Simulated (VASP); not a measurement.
A run of VASP 6.6.1 is set up as follows.

Contents of INCAR:

```
SYSTEM = CdS
PREC = Accurate ; ENCUT = 520
EDIFF = 1E-6 ; ISMEAR = -1
SIGMA = 0.02 ; LREAL = .FALSE.
LASPH = .TRUE. ; NELM = 60
ALGO = Normal ; ISIF = 2
LWAVE = .FALSE. ; LCHARG = .TRUE.
GGA = PS ; LELF = .TRUE.
LVHAR = .TRUE. ; NBANDS = 16
```

KPOINTS

```
Automatic mesh
0
G
  7 7 7
  0 0 0
```

Contents of POSCAR:

```
CdS
1.0
    0.0588590693      2.9723829996      2.9723829996
    2.9723829996      0.0588590693      2.9723829996
    2.9723829996      2.9723829996      0.0588590693
Cd S
1 1
Direct
    0.0000000000      0.0000000000      0.0000000000
    0.7500000000      0.7500000000      0.7500000000
```

Potentials or basis: VASP PAW PBE potentials, release 64 (Cd, S).

The run is started by

```bash
$ cat potpaw_PBE.64/Cd/POTCAR potpaw_PBE.64/S/POTCAR > POTCAR
$ mpirun -np 1 vasp_std > vasp.out
```

Question: Estimate the pressure.

Answer: -1.4 GPa.

Question: What does it give for the band gap on the k mesh?

Answer: 0.92 eV, direct.

Question: Predict the largest force.

Answer: 0.170 eV/Å.

Stress tensor (GPa, compression positive):
```
-1.35 -0.92 -0.92
-0.92 -1.35 -0.92
-0.92 -0.92 -1.35
```

Caveat: the cell differs from its parent crystal (equal xy, yz and zx shear strains of +2 %); the PAW data sets were made with another functional, which shifts forces and pressure a little.
